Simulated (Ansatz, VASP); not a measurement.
**Cu in VASP and in Ansatz**

INCAR

```
ALGO = Normal
EDIFF = 1E-6
ENCUT = 520
GGA = PS
ISIF = 2
ISMEAR = -1
LASPH = True
LCHARG = False
LREAL = False
LWAVE = False
NBANDS = 12
NELM = 60
PREC = Accurate
SIGMA = 0.05
```

Contents of KPOINTS:

```
k-points
0
Gamma
  3 15 2
```

File POSCAR:

```
Cu
1.0
   11.5702540000      0.0000000000      0.0000000000
    0.0000000000      2.2382120000      0.0000000000
   -4.5956233005      0.0000000000     21.7433887645
Cu
1
Direct
    0.5000000000      0.5000000000      0.5000000000
```

Input for Ansatz:

```yaml
crystal:
  lattice:
    - [11.570254, 0.0, 0.0]
    - [0.0, 2.238212, 0.0]
    - [-4.595623300537409, 0.0, 21.743388764452558]
  atoms:
    - { symbol: Cu, position: [0.5, 0.5, 0.5] }
kpoints:
  mp_grid:
    grid: [3, 15, 2]
hamiltonian:
  xc: pbesol
scf:
  occupations:
    method: fermi_dirac
    width: 0.05
output:
  forces: true
  stress: true
```

Alike in both runs: task single point; functional PBEsol; k mesh 3 × 15 × 2; occupations fermi-dirac, width 0.05 eV; no spin polarisation.

|  | VASP | Ansatz |
| --- | --- | --- |
| version | VASP 6.6.1 | Ansatz 0.2.0 |
| potentials or method | VASP PAW PBE potentials, release 64 (Cu) | plane waves, PAW |
| plane-wave cutoff (eV) | 520 | 420 |
| valence electrons in the cell | 11 | 19 |

Ansatz gave:

| Quantity | Value |
| --- | --- |
| pressure (GPa) | 0.0 |
| traceless stress, the component that is largest in VASP (GPa) | 0.05 |

Task: Which values does VASP return?

Result: Pressure (GPa): 0.0; traceless stress, the component that is largest in VASP (GPa): 0.07.

VASP's potentials were made for PBE, not for PBEsol. VASP's potentials hold 11 valence electrons a cell and Ansatz's 19, so a difference there can come from the potentials and not from the codes.
